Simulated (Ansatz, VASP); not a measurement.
## HfO2 in VASP and in Ansatz

Contents of POSCAR:

```
HfO2
1.0
    0.0000000000      2.5575000000      2.5575000000
    2.5575000000      0.0000000000      2.5575000000
    2.5575000000      2.5575000000      0.0000000000
Hf O
1 2
Direct
    0.0000000000      0.0000000000      0.0000000000
    0.7500000000      0.7500000000      0.7500000000
    0.2500000000      0.2500000000      0.2500000000
```

INCAR.step1

```
SYSTEM = HfO2
  PREC = Accurate
  ENCUT = 520
  EDIFF = 1E-5
  ISMEAR = -1
  SIGMA = 0.05
  LREAL = .False.
  LASPH = .True.
  NELM = 100
  ALGO = Normal
  ISIF = 2
  LWAVE = .True.
  GGA = PE
  NBANDS = 18
```

The input INCAR.step2:

```
SYSTEM = HfO2
  PREC = Accurate
  ENCUT = 520
  EDIFF = 1E-6
  ISMEAR = -1
  SIGMA = 0.05
  LREAL = .False.
  LASPH = .True.
  NELM = 100
  ALGO = Normal
  ISIF = 2
  LWAVE = .False.
  LCHARG = .True.
  METAGGA = R2SCAN
  LHFCALC = .True.
  AEXX = 0.25
  LMIXTAU = .True.
  PRECFOCK = Normal
  LELF = .True.
  LVHAR = .True.
  ISTART = 1
  NBANDS = 18
```

Contents of KPOINTS:

```
Automatic mesh
0
Gamma
  5 5 5
  0 0 0
```

The input input.yaml:

```yaml
crystal:
  lattice:
    - [0.0, 2.5575, 2.5575]
    - [2.5575, 0.0, 2.5575]
    - [2.5575, 2.5575, 0.0]
  atoms:
    - { symbol: Hf, position: [0.0, 0.0, 0.0] }
    - { symbol: O, position: [0.75, 0.75, 0.75] }
    - { symbol: O, position: [0.25, 0.25, 0.25] }
hamiltonian:
  xc: r2scan0
  pseudopotentials: { kind: paw }
kpoints:
  mp_grid: { grid: [5, 5, 5] }
  band_path:
    path:
      - [[0.0, 0.0, 0.0], [0.5, 0.0, 0.5], [0.5, 0.25, 0.75], [0.375, 0.375, 0.75], [0.0, 0.0, 0.0], [0.5, 0.5, 0.5], [0.625, 0.25, 0.625], [0.5, 0.25, 0.75], [0.5, 0.5, 0.5], [0.375, 0.375, 0.75]]
      - [[0.625, 0.25, 0.625], [0.5, 0.0, 0.5]]
    npoints: 4
scf:
  occupations: { method: fermi_dirac, width: 0.05 }
  n_extra_bands: 7
output:
  forces: true
  stress: true
  eigenvalues: true
  fatbands: false
```

Alike in both runs: functional r2SCAN0; k mesh 5 × 5 × 5; occupations fermi-dirac, width 0.05 eV; no spin polarisation.

|  | VASP | Ansatz |
| --- | --- | --- |
| version | VASP 6.6.1 | Ansatz 0.2.0 |
| potentials or method | VASP PAW PBE potentials, release 64 (Hf_pv, O) | Ansatz PAW |
| plane-wave cutoff (eV) | 520 | 500 |
| valence electrons in the cell | 22 | 38 |
| task | single point | band structure |

```tsv
	VASP	Ansatz	Ansatz less VASP
gap on the k mesh at the Fermi level (eV)	6.73	6.81	+0.073
pressure (GPa)	-16.6	-11.9	+4.71
```

VASP's potentials were made for PBE, not for r2SCAN0. One of these differences is far larger than is usual between the two programs; its cause wasn't traced. VASP's potentials hold 22 valence electrons a cell and Ansatz's 38, so a difference there can come from the potentials and not from the codes.

The k mesh is coarse, so the values compare programs but aren't converged. Spin-orbit coupling is off throughout.
